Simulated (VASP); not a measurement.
## MgB2: electric field gradients with PBEsol

Crystal: MgB2.

```
Mg B
1.0
     6.17000    0.00000    0.00000
    -1.54250    2.67169    0.00000
     0.00000    0.00000    3.52300
Mg B
2 4
Direct
  0.00000 0.00000 0.00000
  0.50000 0.00000 0.00000
  0.16667 0.66667 0.50000
  0.66667 0.66667 0.50000
  0.33333 0.33333 0.50000
  0.83333 0.33333 0.50000
```

```
Program                : VASP 6.6.1
Task                   : electric field gradients
Functional             : PBEsol
Potentials or basis    : VASP PAW PBE potentials, release 64 (Mg, B)
Cutoff                 : 520 eV
k mesh                 : 12 × 12 × 9
Occupations            : fermi-dirac, width 0.05 eV
Spin                   : no spin polarisation
Dipole correction      : no
Further INCAR settings : ALGO = Normal; EDIFF = 1e-08; NBANDS = 17
```

The pressure is -3.2 GPa. The largest force is 0.013 eV/Å and the band gap on the k mesh is zero (band 8 reaches 7.00 eV, above the bottom of band 9 at 3.27 eV).

Forces in eV/Å, atoms in the order of the input:
```
Mg   0.000  0.000  0.000
Mg   0.000  0.000  0.000
B   -0.011 -0.006  0.000
B   -0.011 -0.006  0.000
B    0.011  0.006  0.000
B    0.011  0.006  0.000
```

Stress tensor (GPa, compression positive):
```
-3.30  0.15  0.00
 0.15 -3.47  0.00
 0.00  0.00 -2.71
```

Levels at points of the mesh, in eV from the Fermi level:
| k point | band 5 | band 6 | band 7 | band 8 | band 9 | band 10 | band 11 | band 12 |
| --- | --- | --- | --- | --- | --- | --- | --- | --- |
| (0.00, 0.00, 0.00) | -2.14 | 0.25 | 0.41 | 0.41 | 1.66 | 3.10 | 3.86 | 5.33 |
| (0.50, 0.00, 0.00) | -1.86 | -1.86 | -1.16 | -1.16 | 2.62 | 2.62 | 5.35 | 5.35 |
| (0.00, 0.50, 0.00) | -2.14 | -2.14 | 0.25 | 0.25 | 3.10 | 3.10 | 3.86 | 3.86 |
| (0.50, 0.50, 0.00) | -4.56 | -4.56 | 0.07 | 0.07 | 3.75 | 3.75 | 4.70 | 4.70 |

Electric field gradients, principal values (V/Å²):
```tsv
atom	least	middle	greatest (by size)
1 Mg	0.087	0.368	-0.455
2 Mg	0.087	0.368	-0.455
3 B	-9.529	-9.706	19.235
4 B	-9.529	-9.706	19.235
5 B	-9.529	-9.706	19.235
6 B	-9.529	-9.706	19.235
```

Wall time 110 s on 1 thread of Intel(R) Xeon(R) Platinum 8488C (Sapphire Rapids) (shared host), peak memory 0.33 GiB.

Caveat: without QUAD_EFG the Cq values of the log hold for a quadrupole moment of 1 mb, not for the nuclei; the PAW data sets were made with another functional, which shifts forces and pressure a little.
